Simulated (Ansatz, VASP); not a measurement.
## One calculation of Al, two programs

```xyz
1
Lattice="0.0000 1.9964 1.9964 1.9964 0.0000 1.9964 1.9964 1.9964 0.0000" Properties=species:S:1:pos:R:3 pbc="T T T"
Al    0.0000    0.0000    0.0000
```

Alike in both runs: functional r2SCAN; k mesh 16 × 16 × 16; occupations fermi-dirac, width 0.05 eV; no spin polarisation.

Ansatz relaxed the structure, and its values are those at the end. VASP's run is a single point on that final structure, the one shown.

```csv
,VASP,Ansatz
version,VASP 6.6.1,Ansatz 0.2.0
potentials or method,"VASP PAW PBE potentials, release 64 (Al), cutoff 520 eV",plane-wave PAW DFT
valence electrons in the cell,3,3
```

|  | VASP | Ansatz | Ansatz less VASP |
| --- | --- | --- | --- |
| pressure (GPa) | -0.2 | 0.0 | +0.23 |

VASP's potentials were made for PBE, not for r2SCAN.
